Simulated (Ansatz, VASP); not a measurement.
# C in VASP and in Ansatz

The input INCAR:

```
  ALGO = Normal
  EDIFF = 1E-6
  EDIFFG = -0.01
  ENCUT = 600
  GGA = RE
  IBRION = 2
  ISIF = 3
  ISMEAR = -1
  IVDW = 12
  LASPH = T
  LCHARG = F
  LREAL = F
  LWAVE = F
  NELM = 100
  NSW = 60
  PREC = Accurate
  SIGMA = 0.05
```

The input KPOINTS:

```
k-points
0
Gamma
  12 12 3
```

Contents of POSCAR:

```
C
1.0
    2.5221000000      0.0000000000      0.0000000000
   -1.2610500000      2.1842026709      0.0000000000
    0.0000000000      0.0000000000     12.3557000000
C
12
Direct
    0.6666666667      0.3333333333      0.3541700000
    0.3333333333      0.6666666667      0.8541700000
    0.6666666667      0.3333333333      0.1458300000
    0.3333333333      0.6666666667      0.6458300000
    0.6666666667      0.3333333333      0.4791700000
    0.3333333333      0.6666666667      0.9791700000
    0.6666666667      0.3333333333      0.0208300000
    0.3333333333      0.6666666667      0.5208300000
    0.0000000000      0.0000000000      0.8125000000
    0.0000000000      0.0000000000      0.3125000000
    0.0000000000      0.0000000000      0.6875000000
    0.0000000000      0.0000000000      0.1875000000
```

input.yaml

```yaml
crystal:
  lattice:
    - [2.5221, 0.0, 0.0]
    - [-1.26105, 2.1842026709, 0.0]
    - [0.0, 0.0, 12.3557]
  atoms:
    - { symbol: C, position: [0.6666666667, 0.3333333333, 0.35417] }
    - { symbol: C, position: [0.3333333333, 0.6666666667, 0.85417] }
    - { symbol: C, position: [0.6666666667, 0.3333333333, 0.14583] }
    - { symbol: C, position: [0.3333333333, 0.6666666667, 0.64583] }
    - { symbol: C, position: [0.6666666667, 0.3333333333, 0.47917] }
    - { symbol: C, position: [0.3333333333, 0.6666666667, 0.97917] }
    - { symbol: C, position: [0.6666666667, 0.3333333333, 0.02083] }
    - { symbol: C, position: [0.3333333333, 0.6666666667, 0.52083] }
    - { symbol: C, position: [0.0, 0.0, 0.8125] }
    - { symbol: C, position: [0.0, 0.0, 0.3125] }
    - { symbol: C, position: [0.0, 0.0, 0.6875] }
    - { symbol: C, position: [0.0, 0.0, 0.1875] }
hamiltonian:
  xc: revpbe
  pseudopotentials: { kind: paw }
  dispersion: d3bj
kpoints:
  mp_grid: { grid: [12, 12, 3] }
scf:
  occupations: { method: fermi_dirac, width: 0.05 }
output:
  forces: true
  stress: true
  eigenvalues: true
  write_density: true
  write_potential: true
  elf: true
  volumetric_format: npy
relax:
  f_tol: 0.01
  max_steps: 40
  cell: { stress_tol: 0.05 }
```

Alike in both runs: task relaxation of cell and atoms; functional revPBE; dispersion D3(BJ); k mesh 12 × 12 × 3; occupations fermi-dirac, width 0.05 eV; no spin polarisation.

```csv
,VASP,Ansatz
version,VASP 6.6.1,Ansatz 0.2.0
potentials or method,"VASP PAW PBE potentials, release 64 (C)",Ansatz PAW
plane-wave cutoff (eV),600,420
valence electrons in the cell,48,48
```

VASP gave:

```
gap on the k mesh at the Fermi level, each at its own relaxed structure (eV) : 4.46
relaxed volume (Å³/atom)                                                     : 5.61
relaxed cell length with the largest relative difference (Å)                 : 12.367
```

Task: Which values does Ansatz return?

Result: gap on the k mesh at the Fermi level, each at its own relaxed structure (eV): 4.47; relaxed volume (Å³/atom): 5.62; relaxed cell length with the largest relative difference (Å): 12.368.

VASP's potentials were made for PBE, not for revPBE.

Noted on Ansatz's run: odd divisions of the mesh miss points on the zone boundary, where band edges often lie, so the gap on the mesh can be too wide; the plane-wave basis is chosen anew once the cell has moved, so the energies of steps on either side of that aren't comparable.
